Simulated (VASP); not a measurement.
Wanted: the native input for a VASP 6.6.1 run.

* Task: single point
* Functional: PBE
* Potentials or basis: VASP PAW PBE potentials, release 64 (Al, Ga_d, P)
* Cutoff: 520 eV
* k mesh: 8 × 8 × 8
* Occupations: gaussian, width 0.02 eV
* Spin: no spin polarisation
* Dipole correction: no
* Further INCAR settings: ALGO = Normal; EDIFF = 1e-06; NBANDS = 41

The structure of AlGa3P4 lies in POSCAR:

```
AlGa3P4
1.0
   -2.6387468333      2.6387468333      5.2773973195
    2.6387468333     -2.6387468333      5.2773973195
    2.6387468333      2.6387468333     -5.2773973195
Al Ga P
1 3 4
Direct
    0.5000000000      0.5000000000      0.0000000000
    0.0000000000      0.0000000000      0.0000000000
    0.2500000000      0.7500000000      0.5000000000
    0.7500000000      0.2500000000      0.5000000000
    0.1252536156      0.1252536156      0.5002435399
    0.3749899243      0.8747463844      0.0000000000
    0.6250100757      0.6250100757      0.4997564601
    0.8747463844      0.3749899243      0.0000000000
```

One way to write it, as run:

INCAR

```
ALGO     = Normal         # electronic algorithm
EDIFF    = 1E-6           # SCF threshold, eV
ENCUT    = 520            # plane-wave cutoff, eV
GGA      = PE             # functional
ISIF     = 2              # what is computed and relaxed
ISMEAR   = 0              # smearing method
LASPH    = True           # aspherical terms in the spheres
LCHARG   = False          # write CHGCAR
LREAL    = False          # projectors in reciprocal space
LWAVE    = False          # write WAVECAR
NBANDS   = 41             # bands
NELM     = 80             # most SCF steps
PREC     = Accurate       # precision mode
SIGMA    = 0.02           # smearing width, eV
```

KPOINTS

```
k-points
0
Gamma
  8 8 8
```

Potentials or basis: VASP PAW PBE potentials, release 64 (Al, Ga_d, P).

Run with:

```bash
$ cat potpaw_PBE.64/Al/POTCAR potpaw_PBE.64/Ga_d/POTCAR potpaw_PBE.64/P/POTCAR > POTCAR
$ mpirun -np 1 vasp_std > vasp.out
```

Results of the run:

```yaml
Pressure: 13.1 GPa
Largest_force: 0.006 eV/Å
Band_gap_on_the_k_mesh: 1.42 eV (least direct gap 1.44 eV)
```

Caveat: the cell stands under pressure.

It took 9.8 min on 1 thread of Intel Xeon 8259CL, on a shared host, peak memory 0.51 GiB.
